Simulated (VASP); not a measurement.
## Mg16O: single point with PBE

System: Mg16O, a slab with vacuum.

```
CELL_PARAMETERS angstrom
6.42014 0.00000 0.00000
-3.21007 5.56000 0.00000
0.00000 0.00000 24.71478
ATOMIC_POSITIONS crystal
Mg 0.33333 0.16667 0.16185
Mg 0.33333 0.66667 0.16185
Mg 0.83333 0.16667 0.16185
Mg 0.83333 0.66667 0.16185
Mg 0.16667 0.33333 0.26579
Mg 0.16667 0.83333 0.26579
Mg 0.66667 0.33333 0.26579
Mg 0.66667 0.83333 0.26579
Mg 0.33333 0.16667 0.36828
Mg 0.33333 0.66667 0.36828
Mg 0.83333 0.16667 0.36828
Mg 0.83333 0.66667 0.36828
Mg 0.16667 0.33333 0.47400
Mg 0.16667 0.83333 0.47400
Mg 0.66667 0.33333 0.47400
Mg 0.66667 0.83333 0.47400
O 0.50000 0.00000 0.56423
```

```yaml
Program: VASP 6.6.1
Task: single point
Functional: PBE
Potentials_or_basis: VASP PAW PBE potentials, release 64 (Mg, O)
Cutoff: 520 eV
k_mesh: 6 × 6 × 1
Occupations: gaussian, width 0.1 eV
Spin: no spin polarisation
Dipole_correction: yes
Further_INCAR_settings: LREAL = Auto; ALGO = Normal; EDIFF = 1e-06; NBANDS = 33
```

- Largest force: 3.365 eV/Å
- Band gap on the k mesh: zero (bands 19 and 20 overlap by 1.00 eV)

Forces in eV/Å, atoms in the order of the input:
```
Mg   0.018 -0.010 -0.052
Mg   0.000  0.021 -0.052
Mg  -0.018 -0.010 -0.052
Mg   0.000  0.000 -0.074
Mg   0.000  0.000  0.004
Mg   0.012  0.007 -0.011
Mg   0.000 -0.014 -0.011
Mg  -0.012  0.007 -0.011
Mg   0.014 -0.008  0.093
Mg   0.000  0.016  0.093
Mg  -0.014 -0.008  0.093
Mg   0.000  0.000  0.088
Mg   0.000  0.000  0.091
Mg   0.516  0.298  1.055
Mg   0.000 -0.596  1.055
Mg  -0.516  0.298  1.055
O    0.000  0.000 -3.365
```

Levels at points of the mesh, in eV from the Fermi level:
| k point | band 16 | band 17 | band 18 | band 19 | band 20 | band 21 | band 22 | band 23 |
| --- | --- | --- | --- | --- | --- | --- | --- | --- |
| (0.00, 0.00, 0.00) | -1.15 | -1.12 | -0.91 | -0.49 | -0.49 | -0.37 | 0.23 | 0.23 |
| (0.50, 0.00, 0.00) | -0.46 | -0.41 | -0.38 | 0.51 | 0.54 | 0.75 | 0.98 | 1.49 |

It took 6.7 min on 1 thread of Intel(R) Xeon(R) 6975P-C (Granite Rapids), on a shared host, peak memory 0.85 GiB.
